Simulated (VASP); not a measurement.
The system is FeO.

```
CELL_PARAMETERS angstrom
0.00000 2.15540 2.15540
2.15540 0.00000 2.15540
2.15540 2.15540 0.00000
ATOMIC_POSITIONS crystal
Fe 0.00000 0.00000 0.00000
O 0.50000 0.50000 0.50000
```

Base run:

- Program: VASP 6.6.1
- Functional: PBE
- Potentials or basis: VASP PAW PBE potentials, release 64 (Fe, O)
- Cutoff: 600 eV
- k mesh: 9 × 9 × 9
- Occupations: fermi-dirac, width 0.15 eV
- Spin: collinear spin, ferromagnetic start
- Starting moments: [1.77, -0.03] μB
- Fixed moment: 1.7 μB

Its results: pressure -19.2 GPa; site moments Fe +1.70; O -0.02 μB.

After a change of settings the same cell gave: pressure -22.3 GPa; site moments Fe +0.81; O -0.02 μB. Which change was it?
A. fixed moment from 1.7 μB to 0.8 μB; moments at the start from [1.77, -0.03] to [0.82, -0.01]
B. fixed moment from 1.7 μB to 4.2 μB; moments at the start from [1.77, -0.03] to [3.88, 0.42]
C. fixed moment from 1.7 μB to 2.5 μB; moments at the start from [1.77, -0.03] to [2.54, 0.03]
D. fixed moment from 1.7 μB to 3.4 μB; moments at the start from [1.77, -0.03] to [3.32, 0.19]

A.

Caveats: the cell stands under tension; the total moment is fixed, so each spin has its own Fermi level and the state may be an excited one; a cell with one magnetic atom can't hold antiferromagnetic order, which such compounds often take.
